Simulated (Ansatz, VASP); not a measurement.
Mg: VASP beside Ansatz

The input INCAR:

```
SYSTEM = Mg
  ALGO = Normal
  EDIFF = 1E-6
  ENCUT = 520
  GGA = PS
  ISIF = 2
  ISMEAR = 0
  LASPH = .True.
  LCHARG = .False.
  LREAL = .False.
  LWAVE = .False.
  NBANDS = 7
  NELM = 100
  PREC = Accurate
  SIGMA = 0.15
```

KPOINTS

```
k-points
0
Gamma
  18 18 18
  0 0 0
```

The input POSCAR:

```
Mg
1.0
   -1.8644500000      1.8644500000      1.4943000000
    1.8644500000     -1.8644500000      1.4943000000
    1.8644500000      1.8644500000     -1.4943000000
Mg
1
Direct
    0.0000000000      0.0000000000      0.0000000000
```

Input for Ansatz:

```yaml
crystal:
  lattice:
    - [-1.86445, 1.86445, 1.4943]
    - [1.86445, -1.86445, 1.4943]
    - [1.86445, 1.86445, -1.4943]
  atoms:
    - { symbol: Mg, position: [0.0, 0.0, 0.0] }
basis:
  ecutwfc: 520.0
kpoints:
  mp_grid: { grid: [18, 18, 18] }
hamiltonian:
  xc: pbesol
scf:
  occupations: { method: gaussian, width: 0.15 }
output:
  forces: true
  stress: true
  eigenvalues: true
```

Alike in both runs: task single point; functional PBEsol; k mesh 18 × 18 × 18; occupations gaussian, width 0.15 eV; no spin polarisation.

|  | VASP | Ansatz |
| --- | --- | --- |
| version | VASP 6.6.1 | Ansatz 0.2.0 |
| potentials or method | VASP PAW PBE potentials, release 64 (Mg), cutoff 520 eV | scalar-relativistic, plane waves, PAW |
| valence electrons in the cell | 2 | 10 |

|  | VASP | Ansatz | Ansatz less VASP |
| --- | --- | --- | --- |
| gap on the k mesh at the Fermi level (eV) | none | none | - |
| pressure (GPa) | 4.5 | 4.4 | -0.01 |
| traceless stress, the component that is largest in VASP (GPa) | 3.75 | 3.70 | -0.048 |

VASP's potentials were made for PBE, not for PBEsol. A gap of «none» marks a metal or a gap that the smearing closes. VASP's potentials hold 2 valence electrons a cell and Ansatz's 10, so a difference there can come from the potentials and not from the codes.
